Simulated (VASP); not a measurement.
# Ga2O3 (C2/m) in VASP: notebook

Ga2O3 is run at these levels: PBE; tasks: single point.

All numbers are computed with VASP 6.6.1; they aren't measurements. Logs are shortened: lines on timing, memory, paths and dates and some standing lists are left out, and cuts for length are marked.

### Step 1. The cell of the first run

The structure is monoclinic, space group C2/m (No. 12). The conventional cell has a = 12.829 Å, b = 3.176 Å, c = 5.888 Å, α = 90.00°, β = 104.10°, γ = 90.00°. Ga (site symmetry m) has 4 O at 1.86 to 1.92 Å within 2.5 Å. Ga (site symmetry m) has 6 O at 2.01 to 2.14 Å within 2.7 Å. Within 2.5 Å of O (site symmetry m) lie 3 Ga at 1.86 to 2.01 Å. O (site symmetry m) has 4 Ga at 1.92 to 2.14 Å and 3 O at 2.65 to 2.77 Å within 2.8 Å. Within 2.5 Å of O (site symmetry m) lie 3 Ga at 1.91 to 2.03 Å.

### Step 2. Single point, PBE (strain +0.0300 x Voigt [1, 1, 0, 0, 0, 0])

Contents of INCAR:

```
PREC = Accurate ; ENCUT = 520
EDIFF = 1E-6 ; ISMEAR = 0
SIGMA = 0.05 ; LREAL = F
LASPH = T ; NELM = 60
ALGO = Normal ; ISIF = 2
LWAVE = F ; LCHARG = F
GGA = PE ; NBANDS = 55
KPAR = 4
```

Contents of KPOINTS:

```
Automatic mesh
0
Gamma
  10 10 6
```

Contents of POSCAR:

```
Ga2O3
1.0
    6.4142534766     -1.5880092208      0.0114924401
    6.4142534766      1.5880092208      0.0114924401
   -1.4448051674      0.0000000000      5.7076941923
Ga O
4 6
Direct
    0.0899134338      0.0899134338      0.7947233208
    0.9100865662      0.9100865662      0.2052766792
    0.6585007301      0.6585007301      0.3141978956
    0.3414992699      0.3414992699      0.6858021044
    0.1634883775      0.1634883775      0.1092060622
    0.8365116225      0.8365116225      0.8907939378
    0.1737013130      0.1737013130      0.5643594347
    0.8262986870      0.8262986870      0.4356405653
    0.4960195697      0.4960195697      0.2566813608
    0.5039804303      0.5039804303      0.7433186392
```

Potentials or basis: VASP PAW PBE potentials, release 64 (Ga_d, O).

The run is started by

```console
$ cat potpaw_PBE.64/Ga_d/POTCAR potpaw_PBE.64/O/POTCAR > POTCAR
$ mpirun -np 4 vasp_std > vasp.out
```

OUTCAR:

```text
PREC = Accurate
   ENCUT = 520
   EDIFF = 1E-6
   ISMEAR = 0
   LREAL = F
   LASPH = T
   NELM = 60
   ISIF = 2
   GGA = PE

 ion  position               nearest neighbor table
   1  0.090  0.090  0.795-   5 1.86  10 1.91  10 1.91   7 1.92
   2  0.910  0.910  0.205-   6 1.86   9 1.91   9 1.91   8 1.92
   3  0.659  0.659  0.314-   5 2.01   5 2.01   9 2.03   8 2.10   7 2.14   7 2.14
   4  0.341  0.341  0.686-   6 2.01   6 2.01  10 2.03   7 2.10   8 2.14   8 2.14
   5  0.163  0.163  0.109-   1 1.86   3 2.01   3 2.01
   6  0.837  0.837  0.891-   2 1.86   4 2.01   4 2.01
   7  0.174  0.174  0.564-   1 1.92   4 2.10   3 2.14   3 2.14
   8  0.826  0.826  0.436-   2 1.92   3 2.10   4 2.14   4 2.14
   9  0.496  0.496  0.257-   2 1.91   2 1.91   3 2.03
  10  0.504  0.504  0.743-   1 1.91   1 1.91   4 2.03

  LATTYP: Found a base centered monoclinic cell.
 ALAT       =    12.8285275442
 B/A-ratio  =     0.2475746675
 C/A-ratio  =     0.4589551665
 COS(beta)  =    -0.2436557129

  Lattice vectors:

 A1 = (   6.4142534766,  -1.5880092208,   0.0114924401)
 A2 = (   6.4142534766,   1.5880092208,   0.0114924401)
 A3 = (  -1.4448051674,   0.0000000000,   5.7076941923)

Analysis of symmetry for initial positions (statically):
=====================================================================
 Subroutine PRICEL returns:
 Original cell was already a primitive cell.

 Routine SETGRP: Setting up the symmetry group for a
 base centered monoclinic supercell.

 Subroutine GETGRP returns: Found  4 space group operations
 (whereof  4 operations were pure point group operations)
 out of a pool of  4 trial point group operations.

The static configuration has the point symmetry C_2h.

Analysis of symmetry for dynamics (positions and initial velocities):
=====================================================================
 Subroutine PRICEL returns:
 Original cell was already a primitive cell.

 Routine SETGRP: Setting up the symmetry group for a
 base centered monoclinic supercell.

 Subroutine GETGRP returns: Found  4 space group operations
 (whereof  4 operations were pure point group operations)
 out of a pool of  4 trial point group operations.

The dynamic configuration has the point symmetry C_2h.

 Subroutine INISYM returns: Found  4 space group operations
 (whereof  4 operations are pure point group operations),
 and found     1 'primitive' translations

----------------------------------------------------------------------------------------

                                     Primitive cell

  volume of cell :     116.3287

  direct lattice vectors                    reciprocal lattice vectors
     6.414253477 -1.588009221  0.011492440     0.077916056 -0.314859633  0.019723117
     6.414253477  1.588009221  0.011492440     0.077916056  0.314859633  0.019723117
    -1.444805167  0.000000000  5.707694192    -0.000313768  0.000000000  0.175122674

  length of vectors
     6.607915936  6.607915936  5.887718995     0.324956153  0.324956153  0.175122955

  position of ions in fractional coordinates (direct lattice)
     0.089913434  0.089913434  0.794723321
     0.910086566  0.910086566  0.205276679
     0.658500730  0.658500730  0.314197896
     0.341499270  0.341499270  0.685802104
     0.163488378  0.163488378  0.109206062
     0.836511622  0.836511622  0.890793938
     0.173701313  0.173701313  0.564359435
     0.826298687  0.826298687  0.435640565
     0.496019570  0.496019570  0.256681361
     0.503980430  0.503980430  0.743318639

  ion indices of the primitive-cell ions
   primitive index   ion index
                 1           1
                 2           2
                 3           3
                 4           4
                 5           5
                 6           6
                 7           7
                 8           8
                 9           9
                10          10

----------------------------------------------------------------------------------------

 KPOINTS: Automatic mesh

Automatic generation of k-mesh.
 Grid dimensions read from file:
 generate k-points for:   10   10    6

 Generating k-lattice:

  Cartesian coordinates                     Fractional coordinates (reciprocal lattice)
     0.007791606 -0.031485963  0.001972312     0.100000000  0.000000000 -0.000000000
     0.007791606  0.031485963  0.001972312     0.000000000  0.100000000 -0.000000000
    -0.000052295  0.000000000  0.029187112     0.000000000  0.000000000  0.166666667

  Length of vectors
     0.032495615  0.032495615  0.029187159

  Shift w.r.t. Gamma in fractional coordinates (k-lattice)
     0.000000000  0.000000000  0.000000000

 Subroutine IBZKPT returns following result:
 ===========================================

 Found    172 irreducible k-points:

 Following reciprocal coordinates:
            Coordinates               Weight
  0.000000  0.000000  0.000000      1.000000
  0.100000  0.000000  0.000000      4.000000
  0.200000  0.000000  0.000000      4.000000
  0.300000 -0.000000  0.000000      4.000000
  0.400000 -0.000000  0.000000      4.000000
  0.500000 -0.000000  0.000000      2.000000
[... 16 lines left out ...]
  0.300000  0.300000  0.000000      2.000000
  0.400000  0.300000  0.000000      4.000000
 [... further k-points ...]
   k-points           NKPTS =    172   k-points in BZ     NKDIM =    172   number of bands    NBANDS=     55
   number of dos      NEDOS =    301   number of ions     NIONS =     10
   total plane-waves  NPLWV = 120000
   dimension x,y,z NGX =    50 NGY =   50 NGZ =   48
   dimension x,y,z NGXF=   100 NGYF=  100 NGZF=   96
   ions per type =               4   6
   NGX,Y,Z   is equivalent  to a cutoff of  12.58, 12.58, 13.55 a.u.
   NGXF,Y,Z  is equivalent  to a cutoff of  25.16, 25.16, 27.11 a.u.
 SYSTEM =  unknown system
   PREC   = accura    normal or accurate (medium, high low for compatibility)
   ISTART =      0    job   : 0-new  1-cont  2-samecut
   ICHARG =      2    charge: 1-file 2-atom 10-const
   ISPIN  =      1    spin polarized calculation?
   LNONCOLLINEAR =      F non collinear calculations
   LSORBIT =      F    spin-orbit coupling
   LASPH  =      T    aspherical Exc in radial PAW
   ENCUT  =  520.0 eV  38.22 Ry    6.18 a.u.  12.29 12.29 10.95*2*pi/ulx,y,z
   NELM   =     60;   NELMIN=  2; NELMDL= -5     # of ELM steps
   EDIFF  = 0.1E-05   stopping-criterion for ELM
   LREAL  =      F    real-space projection
[... 7 lines left out ...]
   TEBEG  =    0.0;   TEEND  =   0.0 temperature during run
   PSTRESS=    0.0 pullay stress
   NELECT =      88.0000    total number of electrons
   NUPDOWN=      -1.0000    fix difference up-down
   EMIN   =  10.00;   EMAX   =-10.00  energy-range for DOS
   EFERMI =   0.00;   METHOD = LEGACY
   ISMEAR =     0;   SIGMA  =   0.05  broadening in eV -4-tet -1-fermi 0-gaus
   EFERMI_NEDOS =   21; number of points for ismear=-14 and -15
   IALGO  =     38    algorithm
   IMIX   =      4    mixing-type and parameters
     AMIX     =   0.40;   BMIX     =  1.00
     AMIX_MAG =   1.60;   BMIX_MAG =  1.00
  volume/ion in A,a.u.               =      11.63        78.50
  Fermi-wavevector in a.u.,A,eV,Ry     =   1.491672  2.818852 30.274143  2.225087
  Thomas-Fermi vector in A             =   2.604298
   LORBIT       =      0    0 simple, 1 ext, 2 COOP (PROOUT), +10 PAW based schemes
   GGA     = PE    functional components
   LHFCALC =     F    Hartree Fock is set to
   AEXX    =    0.0000 exact exchange contribution
   IVDW    =     0    specifies the selected vdW correction
   LEPSILON=     F    determine dielectric tensor
   LRPA    =     F    only Hartree local field effects (RPA)
 non-spin polarized calculation
 Gauss-broadening in eV      SIGMA  =   0.05
  energy-cutoff  :      520.00
  volume of cell :      116.33
 maximum number of plane-waves:      3156
 NGX is ok and might be reduce to    50
   NGX = 25   NGY = 25   NGZ = 21

 number of electron      88.0000001 magnetization

 Free energy of the ion-electron system (eV)
  ---------------------------------------------------
  ext. energy  EPLUGINS =         0.00000000
  ---------------------------------------------------
  free energy    TOTEN  =       -59.44955699 eV

  energy without entropy =      -59.44955699  energy(sigma->0) =      -59.44955699

 E-fermi :   3.3719     XC(G=0): -11.0575

 val. band max:        3.0627663123   @ k =  -0.1000   0.1000   0.0000
 cond. band min:       4.4061496304   @ k =   0.0000   0.0000   0.0000
 fundamental gap:      1.3433833181
 Fermi energy:         3.3718621589

 k-point     1 :       0.0000    0.0000    0.0000
  band No.  band energies     occupation
      1     -15.3398      2.00000
      2     -14.3955      2.00000
      3     -14.2630      2.00000
      4     -14.1836      2.00000
      5     -13.9451      2.00000
      6     -13.9447      2.00000
[... 47 lines left out ...]
     54      14.2981      0.00000
     55      14.3847      0.00000

 k-point     2 :       0.1000    0.0000    0.0000
  band No.  band energies     occupation
      1     -15.2758      2.00000
      2     -14.3858      2.00000
      3     -14.2335      2.00000
      4     -14.1599      2.00000
      5     -13.9513      2.00000
      6     -13.9471      2.00000
[... 47 lines left out ...]
     54      13.6767      0.00000
     55      13.9980      0.00000

 k-point     3 :       0.2000    0.0000    0.0000
  band No.  band energies     occupation
      1     -15.0961      2.00000
      2     -14.3492      2.00000
      3     -14.1747      2.00000
      4     -14.0989      2.00000
      5     -13.9651      2.00000
      6     -13.9541      2.00000
[... 1152 lines left out ...]
 k-point    23 :       0.3000    0.3000    0.0000
  band No.  band energies     occupation
      1     -15.2220      2.00000
      2     -14.6869      2.00000
      3     -14.1826      2.00000
      4     -14.0985      2.00000
      5     -13.9583      2.00000
      6     -13.9417      2.00000
[... 47 lines left out ...]
     54      14.1993      0.00000
     55      14.3248      0.00000

 k-point    24 :       0.4000    0.3000    0.0000
  band No.  band energies     occupation
      1     -15.1293      2.00000
      2     -14.7023      2.00000
      3     -14.1570      2.00000
      4     -14.0763      2.00000
      5     -13.9631      2.00000
      6     -13.9457      2.00000
[... 47 lines left out ...]
     54      13.3766      0.00000
     55      14.5608      0.00000

 [... further k-points ...]
[... 5 lines left out ...]
  --------------------------------------------------------------------------------------
  -------------------------------------------------------------------------------------
  Total       -7.2254709     -9.2729693     -2.4931286      0.0000000      0.0000000     -0.0414142
  in kB      -99.5153289   -127.7152179    -34.3374863      0.0000000      0.0000000     -0.5703922
  external PRESSURE =     -87.1893444 kB  Pullay stress =       0.0000000 kB

 VOLUME and BASIS-vectors are now :
 -----------------------------------------------------------------------------
  energy-cutoff  :      520.00
  volume of cell :      116.33
      direct lattice vectors                 reciprocal lattice vectors
     6.414253477 -1.588009221  0.011492440     0.077916056 -0.314859633  0.019723117
     6.414253477  1.588009221  0.011492440     0.077916056  0.314859633  0.019723117
    -1.444805167  0.000000000  5.707694192    -0.000313768  0.000000000  0.175122674

 POSITION                                       TOTAL-FORCE (eV/Angst)
 -----------------------------------------------------------------------------------
      0.00523      0.00000      4.53810        -0.467721      0.000000     -0.320721
     11.37847      0.00000      1.19257         0.467721      0.000000      0.320721
      7.99363      0.00000      1.80848        -0.156960      0.000000     -0.079533
      3.39008      0.00000      3.92220         0.156960      0.000000      0.079533
      1.93953      0.00000      0.62707        -0.150633      0.000000      0.188377
      9.44417      0.00000      5.10361         0.150633      0.000000     -0.188377
      1.41294      0.00000      3.22518         0.120943      0.000000      0.069787
      9.97076      0.00000      2.50550        -0.120943      0.000000     -0.069787
      5.99234      0.00000      1.47646        -0.251171      0.000000     -0.125498
      5.39137      0.00000      4.25422         0.251171      0.000000      0.125498
 -----------------------------------------------------------------------------------
    total drift:                               -0.000000      0.000000     -0.000000

  FREE ENERGIE OF THE ION-ELECTRON SYSTEM (eV)
  ---------------------------------------------------
  free  energy   TOTEN  =       -59.4495569852 eV

  energy  without entropy=      -59.4495569852  energy(sigma->0) =      -59.44955699
```

It took 8.1 min on 4 MPI ranks of Intel Xeon Platinum 8259CL at 2.50GHz (Skylake/Cascade Lake), shared host; peak memory 0.89 GiB.

Results:

```yaml
Free_energy: -59.4496 eV
Pressure: -8.7 GPa
Largest_force: 0.567 eV/Å
Band_gap_on_the_k_mesh: 1.34 eV (least direct gap 1.35 eV)
```

Forces in eV/Å, atoms in the order of the input:
```
Ga  -0.468  0.000 -0.321
Ga   0.468  0.000  0.321
Ga  -0.157  0.000 -0.080
Ga   0.157  0.000  0.080
O   -0.151  0.000  0.188
O    0.151  0.000 -0.188
O    0.121  0.000  0.070
O   -0.121  0.000 -0.070
O   -0.251  0.000 -0.125
O    0.251  0.000  0.125
```

Caveat: the cell differs from its parent crystal (strain +0.0300 x Voigt [1, 1, 0, 0, 0, 0]); the stress differs along the axes, from -13 to -3 GPa.

(Part 1 of 2 ends here.)
